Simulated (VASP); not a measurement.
Write the native input for VASP 6.6.1 that does the following.

- Task: single point
- Functional: LDA
- Potentials or basis: VASP PAW LDA potentials, release 64 (Rh_pv)
- Cutoff: 500 eV
- k mesh: 8 × 8 × 8
- Occupations: gaussian, width 0.1 eV
- Spin: no spin polarisation
- Dipole correction: no
- Further INCAR settings: ALGO = Normal; EDIFF = 1e-06; NBANDS = 14

The structure of Rh lies in POSCAR:

```
Rh
1.0
    0.0000000000      1.8798114507      1.8798114507
    1.8798114507      0.0000000000      1.8798114507
    1.8798114507      1.8798114507      0.0000000000
Rh
1
Direct
    0.0000000000      0.0000000000      0.0000000000
```

One way to write it, as run:

INCAR

```
SYSTEM = Rh
PREC = Accurate
ENCUT = 500
EDIFF = 1E-6
ISMEAR = 0
SIGMA = 0.1
LREAL = .False.
LASPH = .True.
NELM = 120
ALGO = Normal
ISIF = 2
LWAVE = .False.
LCHARG = .False.
GGA = CA
NBANDS = 14
GGA_COMPAT = .False.
```

KPOINTS

```
Automatic mesh
0
Gamma
  8 8 8
  0 0 0
```

Potentials or basis: VASP PAW LDA potentials, release 64 (Rh_pv).

The run is started by

```sh
$ cat potpaw_LDA.64/Rh_pv/POTCAR > POTCAR
$ mpirun -np 1 vasp_std > vasp.out
```

It gave:

```yaml
Pressure: 0.4 GPa
```

Caveat: the k points lie up to 0.36 Å⁻¹ apart.

Run time: 9.6 s on 1 thread of AMD EPYC 7R13, on a shared host, peak memory 0.09 GiB.
